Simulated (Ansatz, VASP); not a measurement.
**WC: VASP beside Ansatz**

Contents of INCAR:

```
ALGO     = Normal         # electronic algorithm
EDIFF    = 1E-7           # SCF threshold, eV
ENCUT    = 520            # plane-wave cutoff, eV
GGA      = CA             # functional
ISIF     = 2              # what is computed and relaxed
ISMEAR   = 1              # smearing method
LASPH    = True           # aspherical terms in the spheres
LCHARG   = False          # write CHGCAR
LREAL    = False          # projectors in reciprocal space
LWAVE    = False          # write WAVECAR
NBANDS   = 16             # bands
NELM     = 60             # most SCF steps
PREC     = Accurate       # precision mode
SIGMA    = 0.1            # smearing width, eV
```

Contents of KPOINTS:

```
k-points
0
Gamma
  11 11 11
```

File POSCAR:

```
WC
1.0
    0.0000000000      2.1479188689      2.1479188689
    2.1479188689      0.0000000000      2.1479188689
    2.1479188689      2.1479188689      0.0000000000
W C
1 1
Direct
    0.0000000000      0.0000000000      0.0000000000
    0.5000000000      0.5000000000      0.5000000000
```

Input for Ansatz:

```yaml
crystal:
  lattice:
    - [0.0, 2.1479188688584374, 2.1479188688584374]
    - [2.1479188688584374, 0.0, 2.1479188688584374]
    - [2.1479188688584374, 2.1479188688584374, 0.0]
  atoms:
    - { symbol: W, position: [0.0, 0.0, 0.0] }
    - { symbol: C, position: [0.5, 0.5, 0.5] }
basis:
  ecutwfc: 489.804952427784
kpoints:
  mp_grid:
    grid: [11, 11, 11]
hamiltonian:
  xc: lda
scf:
  occupations:
    method: cold
    width: 0.1
output:
  stress: true
```

Alike in both runs: task single point; functional LDA; k mesh 11 × 11 × 11; no spin polarisation.

```csv
,VASP,Ansatz
version,VASP 6.6.1,Ansatz 0.2.0
potentials or method,"VASP PAW LDA potentials, release 64 (W_sv, C), cutoff 520 eV","plane waves, PAW"
occupations,"methfessel-paxton of order 1, width 0.1 eV","cold, width 0.1 eV"
valence electrons in the cell,18,18
```

Ansatz gave:

```
pressure (GPa) : 7.9
```

Question: Which values does VASP return?

Answer: Pressure (GPa): 10.5.

LDA's correlation is that of Perdew and Zunger in VASP and of Perdew and Wang (1992) in Ansatz.

Spin-orbit coupling is off throughout.
